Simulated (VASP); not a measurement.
# BaTiO3 (Pm-3m) in VASP: vibrations by perturbation theory with PBE

Aim: the vibrations by perturbation theory of BaTiO3 with PBE.

Program: VASP 6.6.1. These are calculated values, not measurements. Logs are shortened: lines on timing, memory, paths and dates and some standing lists are left out, and cuts for length are marked.

## (1) The cell of the first run

Symmetry: Pm-3m, No. 221, cubic system. The conventional cell has a = 3.996 Å, b = 3.996 Å, c = 3.996 Å, α = 90.00°, β = 90.00°, γ = 90.00°. Within 3.7 Å of Ba (site symmetry m-3m) lie 12 O at 2.83 Å and 8 Ti at 3.46 Å. Ti (site symmetry m-3m) has 6 O at 2.00 Å within 2.6 Å. Within 2.6 Å of O (site symmetry 4/mmm) lie 2 Ti at 2.00 Å.

## (2) Vibrations by perturbation theory, PBE

INCAR

```
SYSTEM = BaTiO3
PREC = Accurate
ENCUT = 520
EDIFF = 1E-8
ISMEAR = 0
SIGMA = 0.01
LREAL = .FALSE.
LASPH = .TRUE.
NELM = 100
ALGO = Normal
ISIF = 2
LWAVE = .FALSE.
LCHARG = .TRUE.
GGA = PE
NBANDS = 28
IBRION = 8
NSW = 1
LEPSILON = .TRUE.
```

KPOINTS

```
Automatic mesh
0
G
  6 6 6
  0 0 0
```

POSCAR

```
BaTiO3
1.0
    3.9960000000      0.0000000000      0.0000000000
    0.0000000000      3.9960000000      0.0000000000
    0.0000000000      0.0000000000      3.9960000000
Ba Ti O
1 1 3
Direct
    0.0000000000      0.0000000000      0.0000000000
    0.5000000000      0.5000000000      0.5000000000
    0.5000000000      0.5000000000      0.0000000000
    0.5000000000      0.0000000000      0.5000000000
    0.0000000000      0.5000000000      0.5000000000
```

Potentials or basis: VASP PAW PBE potentials, release 64 (Ba_sv, Ti_sv, O).

Command:

```console
$ cat potpaw_PBE.64/Ba_sv/POTCAR potpaw_PBE.64/Ti_sv/POTCAR potpaw_PBE.64/O/POTCAR > POTCAR
$ mpirun -np 1 vasp_std > vasp.out
```

OUTCAR:

```text
SYSTEM = BaTiO3
   PREC = Accurate
   ENCUT = 520
   EDIFF = 1E-8
   ISMEAR = 0
   LREAL = .FALSE.
   LASPH = .TRUE.
   NELM = 100
   ISIF = 2
   GGA = PE
   IBRION = 8
   NSW = 1
   LEPSILON = .TRUE.

 ion  position               nearest neighbor table
   1  0.000  0.000  0.000-   3 2.83   4 2.83   5 2.83   4 2.83   5 2.83   3 2.83   5 2.83   5 2.83
                             3 2.83   4 2.83   4 2.83   3 2.83   2 3.46   2 3.46   2 3.46   2 3.46
   2  0.500  0.500  0.500-   3 2.00   4 2.00   5 2.00   3 2.00   4 2.00   5 2.00   1 3.46   1 3.46
                             1 3.46   1 3.46   1 3.46   1 3.46   1 3.46   1 3.46
   3  0.500  0.500  0.000-   2 2.00   2 2.00   1 2.83   1 2.83   1 2.83   1 2.83
   4  0.500  0.000  0.500-   2 2.00   2 2.00   1 2.83   1 2.83   1 2.83   1 2.83
   5  0.000  0.500  0.500-   2 2.00   2 2.00   1 2.83   1 2.83   1 2.83   1 2.83

  LATTYP: Found a simple cubic cell.
 ALAT       =     3.9960000000

  Lattice vectors:

 A1 = (   3.9960000000,   0.0000000000,   0.0000000000)
 A2 = (   0.0000000000,   3.9960000000,   0.0000000000)
 A3 = (   0.0000000000,   0.0000000000,   3.9960000000)

Analysis of symmetry for initial positions (statically):
=====================================================================
 Subroutine PRICEL returns:
 Original cell was already a primitive cell.

 Routine SETGRP: Setting up the symmetry group for a
 simple cubic supercell.

 Subroutine GETGRP returns: Found 48 space group operations
 (whereof 48 operations were pure point group operations)
 out of a pool of 48 trial point group operations.

The static configuration has the point symmetry O_h .

Analysis of symmetry for dynamics (positions and initial velocities):
=====================================================================
 Subroutine PRICEL returns:
 Original cell was already a primitive cell.

 Routine SETGRP: Setting up the symmetry group for a
 simple cubic supercell.

 Subroutine GETGRP returns: Found 48 space group operations
 (whereof 48 operations were pure point group operations)
 out of a pool of 48 trial point group operations.

The dynamic configuration has the point symmetry O_h .

 Subroutine INISYM returns: Found 48 space group operations
 (whereof 48 operations are pure point group operations),
 and found     1 'primitive' translations

----------------------------------------------------------------------------------------

                                     Primitive cell

  volume of cell :      63.8082

  direct lattice vectors                    reciprocal lattice vectors
     3.996000000  0.000000000  0.000000000     0.250250250  0.000000000  0.000000000
     0.000000000  3.996000000  0.000000000     0.000000000  0.250250250  0.000000000
     0.000000000  0.000000000  3.996000000     0.000000000  0.000000000  0.250250250

  length of vectors
     3.996000000  3.996000000  3.996000000     0.250250250  0.250250250  0.250250250

  position of ions in fractional coordinates (direct lattice)
     0.000000000  0.000000000  0.000000000
     0.500000000  0.500000000  0.500000000
[... 837 lines left out ...]
 -----------------------------------------------------------------------------
    -0.00925  0.00000  0.00000
     0.00000 -0.00925 -0.00000
     0.00000 -0.00000  0.02041

 MACROSCOPIC STATIC DIELECTRIC TENSOR (including local field effects in DFT)
 ------------------------------------------------------
           6.788849    -0.000000     0.000000
           0.000000     6.788849    -0.000000
          -0.000000    -0.000000     6.788849
 ------------------------------------------------------

 PIEZOELECTRIC TENSOR (including local field effects)  for field in x, y, z        (e  Angst)
          XX          YY          ZZ          XY          YZ          ZX
  --------------------------------------------------------------------------------
  x     0.00000     0.00000     0.00000     0.00000     0.00000     0.00000
  y     0.00000     0.00000     0.00000     0.00000     0.00000     0.00000
  z     0.00000     0.00000     0.00000     0.00000     0.00000     0.00000

 PIEZOELECTRIC TENSOR (including local field effects)  for field in x, y, z        (C/m^2)
          XX          YY          ZZ          XY          YZ          ZX
  --------------------------------------------------------------------------------
  x     0.00000     0.00000     0.00000     0.00000     0.00000     0.00000
  y     0.00000     0.00000     0.00000     0.00000     0.00000     0.00000
  z     0.00000     0.00000     0.00000     0.00000     0.00000     0.00000

 BORN EFFECTIVE CHARGES (including local field effects) (in |e|, cummulative output)
 ---------------------------------------------------------------------------------
 ion    1
    1     2.75162    -0.00000     0.00000
    2    -0.00000     2.75162     0.00000
    3    -0.00000     0.00000     2.75162
 ion    2
    1     7.47325    -0.00000     0.00000
    2     0.00000     7.47325     0.00000
    3     0.00000     0.00000     7.47325
 ion    3
    1    -2.14996     0.00000     0.00000
    2    -0.00000    -2.14996     0.00000
    3    -0.00000     0.00000    -5.92495
 ion    4
    1    -2.14996     0.00000     0.00000
    2     0.00000    -5.92495    -0.00000
    3     0.00000     0.00000    -2.14996
 ion    5
    1    -5.92495     0.00000    -0.00000
    2    -0.00000    -2.14996     0.00000
    3     0.00000     0.00000    -2.14996

 INTERNAL STRAIN TENSOR FOR ION    5 for displacements in x,y,z  (eV/Angst):
          X           Y           Z          XY          YZ          ZX
  --------------------------------------------------------------------------------
  x     0.00000     0.00000     0.00000     0.00000     0.00000     0.00000
  y     0.00000     0.00000     0.00000     0.00000     0.00000     0.00000
  z     0.00000     0.00000     0.00000     0.00000     0.00000     0.00000

 SECOND DERIVATIVES (NOT SYMMETRIZED)
 ------------------------------------
               1X          1Y          1Z          2X          2Y          2Z          3X          3Y          3Z          4X          4Y          4Z          5X          5Y          5Z
  1X    -6.764685   -0.000000   -0.000000    3.487385    0.000000   -0.000000    1.034246    0.000000    0.000000    1.034246    0.000000   -0.000000    1.208808   -0.000000    0.000000
  1Y    -0.000000   -6.764685   -0.000000    0.000000    3.487385   -0.000000    0.000000    1.034246   -0.000000   -0.000000    1.208808   -0.000000    0.000000    1.034246   -0.000000
  1Z    -0.000000   -0.000000   -6.764685    0.000000    0.000000    3.487385    0.000000    0.000000    1.208808   -0.000000    0.000000    1.034246    0.000000   -0.000000    1.034246
  2X     3.484153    0.000000    0.000000    0.523395   -0.000000    0.000000    0.487804   -0.000000   -0.000000    0.487804    0.000000    0.000000   -4.983157    0.000000    0.000000
  2Y     0.000000    3.484153    0.000000   -0.000000    0.523395   -0.000000   -0.000000    0.487804   -0.000000    0.000000   -4.983157   -0.000000    0.000000    0.487804   -0.000000
  2Z     0.000000    0.000000    3.484153    0.000000    0.000000    0.523395   -0.000000   -0.000000   -4.983157    0.000000    0.000000    0.487804    0.000000    0.000000    0.487804
  3X     1.032843    0.000000    0.000000    0.484778    0.000000    0.000000   -5.566039    0.000000    0.000000   -0.613250    0.000000    0.000000    4.661668    0.000000    0.000000
  3Y     0.000000    1.032843    0.000000    0.000000    0.484778    0.000000    0.000000   -5.566039    0.000000    0.000000    4.661668    0.000000    0.000000   -0.613250    0.000000
  3Z     0.000000    0.000000    1.207124    0.000000    0.000000   -4.981601    0.000000   -0.000000   -5.547354    0.000000    0.000000    4.660915    0.000000    0.000000    4.660915
  4X     1.032843    0.000000    0.000000    0.484778    0.000000    0.000000   -0.613250    0.000000    0.000000   -5.566039    0.000000    0.000000    4.661668    0.000000    0.000000
  4Y    -0.000000    1.207124    0.000000   -0.000000   -4.981601    0.000000   -0.000000    4.660915    0.000000   -0.000000   -5.547354    0.000000   -0.000000    4.660915   -0.000000
  4Z     0.000000    0.000000    1.032843    0.000000    0.000000    0.484778    0.000000    0.000000    4.661668    0.000000    0.000000   -5.566039    0.000000    0.000000   -0.613250
  5X     1.207124   -0.000000    0.000000   -4.981601    0.000000    0.000000    4.660915   -0.000000    0.000000    4.660915   -0.000000    0.000000   -5.547354    0.000000   -0.000000
  5Y     0.000000    1.032843    0.000000    0.000000    0.484778    0.000000    0.000000   -0.613250    0.000000    0.000000    4.661668    0.000000    0.000000   -5.566039    0.000000
  5Z     0.000000    0.000000    1.032843    0.000000    0.000000    0.484778    0.000000    0.000000    4.661668    0.000000    0.000000   -0.613250    0.000000    0.000000   -5.566039

 Eigenvectors and eigenvalues of the dynamical matrix
 ----------------------------------------------------

   1 f  =   14.019704 THz    88.088396 2PiTHz  467.646977 cm-1    57.980809 meV
             X         Y         Z           dx          dy          dz
      0.000000  0.000000  0.000000    -0.004324    0.002480    0.000000
      1.998000  1.998000  1.998000     0.151988   -0.087175    0.000000
      1.998000  1.998000  0.000000    -0.427016    0.244920    0.000000
      1.998000  0.000000  1.998000    -0.427016   -0.346355    0.000000
      0.000000  1.998000  1.998000     0.603867    0.244920    0.000000
[... 105 lines left out ...]
  15 f/i=    6.108637 THz    38.381699 2PiTHz  203.762200 cm-1    25.263282 meV
             X         Y         Z           dx          dy          dz
      0.000000  0.000000  0.000000    -0.002735   -0.002867   -0.000799
      1.998000  1.998000  1.998000    -0.462064   -0.484427   -0.135028
      1.998000  1.998000  0.000000     0.202550    0.212353    0.117691
      1.998000  0.000000  1.998000     0.202550    0.422231    0.059191
      0.000000  1.998000  1.998000     0.402740    0.212353    0.059191

--------------------------------------------------------------------------------------------------------

 MACROSCOPIC STATIC DIELECTRIC TENSOR IONIC CONTRIBUTION
 ------------------------------------------------------
           0.623033    -0.000000     0.000000
          -0.000000     0.623033     0.000000
           0.000000     0.000000     0.623033
 ------------------------------------------------------

 ELASTIC MODULI CONTR FROM IONIC RELAXATION (kBar)
 Direction    XX          YY          ZZ          XY          YZ          ZX
 --------------------------------------------------------------------------------
 XX           0.0000      0.0000      0.0000      0.0000      0.0000      0.0000
 YY           0.0000      0.0000      0.0000      0.0000      0.0000      0.0000
 ZZ           0.0000      0.0000      0.0000      0.0000      0.0000      0.0000
 XY           0.0000      0.0000      0.0000      0.0000      0.0000      0.0000
 YZ           0.0000      0.0000      0.0000      0.0000      0.0000      0.0000
 ZX           0.0000      0.0000      0.0000      0.0000      0.0000      0.0000
 --------------------------------------------------------------------------------

 PIEZOELECTRIC TENSOR IONIC CONTR  for field in x, y, z        (C/m^2)
          XX          YY          ZZ          XY          YZ          ZX
  --------------------------------------------------------------------------------
  x     0.00000     0.00000     0.00000     0.00000     0.00000     0.00000
  y     0.00000     0.00000     0.00000     0.00000     0.00000     0.00000
  z     0.00000     0.00000     0.00000     0.00000     0.00000     0.00000
```

It took 49 min on 1 thread of AMD EPYC 7R13, shared host; peak memory 0.49 GiB.

Results:

```
Electronic dielectric tensor (diagonal)                 : 6.79
Born charges (mean of the diagonal)                     : Ba +2.75; Ti +7.47; O -3.41 e
Highest phonon frequency at Γ, LO-TO splitting left out : 468 cm⁻¹
Most unstable mode                                      : 204i cm⁻¹
```

Phonon frequencies in cm⁻¹ (negative: imaginary):
```csv
q point,frequencies
"(0.000, 0.000, 0.000)",-204 -204 -204 0 0 0 180 180 180 290 290 290 468 468 468
```

Electronic dielectric tensor:
```
6.79 0.00 0.00
0.00 6.79 0.00
0.00 0.00 6.79
```

Born effective charge tensors (e):
atom 1, Ba
```
2.75 0.00 0.00
0.00 2.75 0.00
0.00 0.00 2.75
```
atom 2, Ti
```
7.47 0.00 0.00
0.00 7.47 0.00
0.00 0.00 7.47
```
atom 3, O
```
-2.15  0.00  0.00
 0.00 -2.15  0.00
 0.00  0.00 -5.92
```
atom 4, O
```
-2.15  0.00  0.00
 0.00 -5.92  0.00
 0.00  0.00 -2.15
```
atom 5, O
```
-5.92  0.00  0.00
 0.00 -2.15  0.00
 0.00  0.00 -2.15
```

Caveat: the cell stands under pressure or tension, which shifts response properties; some modes are imaginary; spin-orbit coupling is left out, which moves the levels of the heavy elements.
